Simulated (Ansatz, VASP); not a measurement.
SnO2 in VASP and in Ansatz

INCAR

```
SYSTEM = SnO2
PREC     = Accurate       ! precision mode
ENCUT    = 520            ! plane-wave cutoff, eV
EDIFF    = 1E-6           ! SCF threshold, eV
ISMEAR   = 0              ! smearing method
SIGMA    = 0.05           ! smearing width, eV
LREAL    = .FALSE.        ! projectors in reciprocal space
LASPH    = .TRUE.         ! aspherical terms in the spheres
NELM     = 80             ! most SCF steps
ALGO     = Normal         ! electronic algorithm
ISIF     = 2              ! what is computed and relaxed
LWAVE    = .FALSE.        ! write WAVECAR
LCHARG   = .TRUE.         ! write CHGCAR
GGA      = PE             ! functional
LELF     = .TRUE.         ! ELF
LVHAR    = .TRUE.       
NBANDS   = 35             ! bands
```

Contents of KPOINTS:

```
regular mesh
0
G
  6 6 8
  0 0 0
```

POSCAR

```
SnO2
1.0
    4.7373500000      0.0000000000      0.0000000000
    0.0000000000      4.7373500000      0.0000000000
    0.0000000000      0.0000000000      3.1864000000
Sn O
2 4
Direct
    0.0000000000      0.0000000000      0.0000000000
    0.5000000000      0.5000000000      0.5000000000
    0.3056200000      0.3056200000      0.0000000000
    0.1943800000      0.8056200000      0.5000000000
    0.6943800000      0.6943800000      0.0000000000
    0.8056200000      0.1943800000      0.5000000000
```

Input for Ansatz:

```yaml
crystal:
  lattice:
    - [4.73735, 0.0, 0.0]
    - [0.0, 4.73735, 0.0]
    - [0.0, 0.0, 3.1864]
  atoms:
    - { symbol: Sn, position: [0.0, 0.0, 0.0] }
    - { symbol: Sn, position: [0.5, 0.5, 0.5] }
    - { symbol: O, position: [0.30562, 0.30562, 0.0] }
    - { symbol: O, position: [0.19438, 0.80562, 0.5] }
    - { symbol: O, position: [0.69438, 0.69438, 0.0] }
    - { symbol: O, position: [0.80562, 0.19438, 0.5] }
basis:
  ecutwfc: 420
kpoints:
  mp_grid: { grid: [6, 6, 8] }
hamiltonian:
  xc: pbe
scf:
  occupations: { method: gaussian, width: 0.05 }
output:
  forces: true
  stress: true
  eigenvalues: true
  write_density: true
  write_potential: true
  elf: true
  volumetric_format: npy
```

Alike in both runs: task single point; functional PBE; k mesh 6 × 6 × 8; occupations gaussian, width 0.05 eV; no spin polarisation.

```csv
,VASP,Ansatz
version,VASP 6.6.1,Ansatz 0.2.0
potentials or method,"VASP PAW PBE potentials, release 64 (Sn_d, O), cutoff 520 eV","scalar-relativistic, plane waves, PAW"
valence electrons in the cell,52,52
```

```csv
,VASP,Ansatz,Ansatz less VASP
gap on the k mesh at the Fermi level (eV),1.24,1.25,+0.010
least direct gap on the mesh (eV),1.24,1.25,+0.010
pressure (GPa),11.5,10.8,-0.72
"traceless stress, the component that is largest in VASP (GPa)",1.75,1.54,-0.208
rms of the force components (eV/Å),0.024,0.017,-0.0076
```

Atom by atom the forces differ by 0.008 eV/Å (rms over components). The functional is the same, so the differences come from potentials, cutoffs and numerics.
